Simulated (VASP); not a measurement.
Here is a VASP 6.6.1 calculation.

INCAR

```
SYSTEM = MnSi
ALGO = Normal
EDIFF = 1E-7
ENCUT = 520
ISIF = 2
ISMEAR = -1
ISPIN = 2
LASPH = .True.
LCHARG = .False.
LMAXMIX = 4
LORBIT = 11
LREAL = .False.
LWAVE = .False.
MAGMOM = 4 4 4 4 0 0 0 0
NBANDS = 48
NELM = 150
PREC = Accurate
SIGMA = 0.1
```

KPOINTS

```
k-points
0
Gamma
  6 6 6
  0 0 0
```

File POSCAR:

```
MnSi
1.0
    4.4265309952      0.0000000000      0.0000000000
    0.0000000000      4.4265309952      0.0000000000
    0.0000000000      0.0000000000      4.4265309952
Mn Si
4 4
Direct
    0.1373352389      0.1373352389      0.1373352389
    0.3626647611      0.8626647611      0.6373352389
    0.6373352389      0.3626647611      0.8626647611
    0.8626647611      0.6373352389      0.3626647611
    0.8452699908      0.8452699908      0.8452699908
    0.6547300092      0.1547300092      0.3452699908
    0.3452699908      0.6547300092      0.1547300092
    0.1547300092      0.3452699908      0.6547300092
```

Potentials or basis: VASP PAW LDA potentials, release 64 (Mn_pv, Si).

Command:

```console
$ cat potpaw_LDA.64/Mn_pv/POTCAR potpaw_LDA.64/Si/POTCAR > POTCAR
$ mpirun -np 1 vasp_std > vasp.out
```

What does it give for the net moment?

1.35 μB per cell.

Estimate the largest force.

0.036 eV/Å.

Forces on the atoms (eV/Å):
```
Mn   0.021  0.021  0.021
Mn  -0.021 -0.021  0.021
Mn   0.021 -0.021 -0.021
Mn  -0.021  0.021 -0.021
Si   0.011  0.011  0.011
Si  -0.011 -0.011  0.011
Si   0.011 -0.011 -0.011
Si  -0.011  0.011 -0.011
```
